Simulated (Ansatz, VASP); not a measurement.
Hf4F: VASP beside Ansatz

```xyz
5
Lattice="3.2048 0.0000 0.0000 -1.6024 2.7755 0.0000 0.0000 0.0000 24.5281" Properties=species:S:1:pos:R:3 pbc="T T T"
Hf    1.6024    0.9252    4.0000
Hf    0.0000    1.8503    6.5338
Hf    1.6024    0.9252    9.1563
Hf    0.0000    1.8503   11.5281
F     2.1365    0.6168   13.6181
```

Alike in both runs: task single point; functional PBE; k mesh 9 × 9 × 1; occupations gaussian, width 0.1 eV; no spin polarisation.

|  | VASP | Ansatz |
| --- | --- | --- |
| version | VASP 6.6.1 | Ansatz 0.2.0 |
| potentials or method | VASP PAW PBE potentials, release 64 (Hf_pv, F), cutoff 520 eV | scalar-relativistic, plane waves, PAW |
| valence electrons in the cell | 47 | 111 |

|  | VASP | Ansatz | Ansatz less VASP |
| --- | --- | --- | --- |
| gap on the k mesh at the Fermi level (eV) | none | none | - |
| rms of the force components (eV/Å) | 1.475 | 1.475 | +0.0006 |

Atom by atom the forces differ by 0.016 eV/Å (rms over components). A gap of «none» marks a metal or a gap that the smearing closes. VASP's potentials hold 47 valence electrons a cell and Ansatz's 111, so a difference there can come from the potentials and not from the codes.

Neither program's run includes spin-orbit coupling.
